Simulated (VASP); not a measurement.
Here is a VASP 6.6.1 calculation.

The input INCAR:

```
SYSTEM = Sb
PREC = Accurate
ENCUT = 520
EDIFF = 1E-6
ISMEAR = 0
SIGMA = 0.15
LREAL = .False.
LASPH = .True.
NELM = 100
ALGO = Normal
ISIF = 2
LWAVE = .False.
LCHARG = .True.
GGA = CA
LELF = .True.
LVHAR = .True.
NBANDS = 8
```

Contents of KPOINTS:

```
regular mesh
0
Gamma
  18 18 18
  0 0 0
```

Contents of POSCAR:

```
Sb
1.0
    0.0000000000      2.2526803955      2.4898046477
    2.2526803955      0.0000000000      2.4898046477
    2.2526803955      2.2526803955      0.0000000000
Sb
1
Direct
    0.0000000000      0.0000000000      0.0000000000
```

Potentials or basis: VASP PAW LDA potentials, release 64 (Sb).

Run with:

```console
$ cat potpaw_LDA.64/Sb/POTCAR > POTCAR
$ mpirun -np 1 vasp_std > vasp.out
```

Question: Predict the pressure.

Answer: 1.6 GPa.

Stress tensor (GPa, compression positive):
```
1.35 0.00 0.00
0.00 1.35 0.00
0.00 0.00 2.11
```

Caveat: the cell differs from its parent crystal (strain -0.050 along x and y, +0.050 along z).
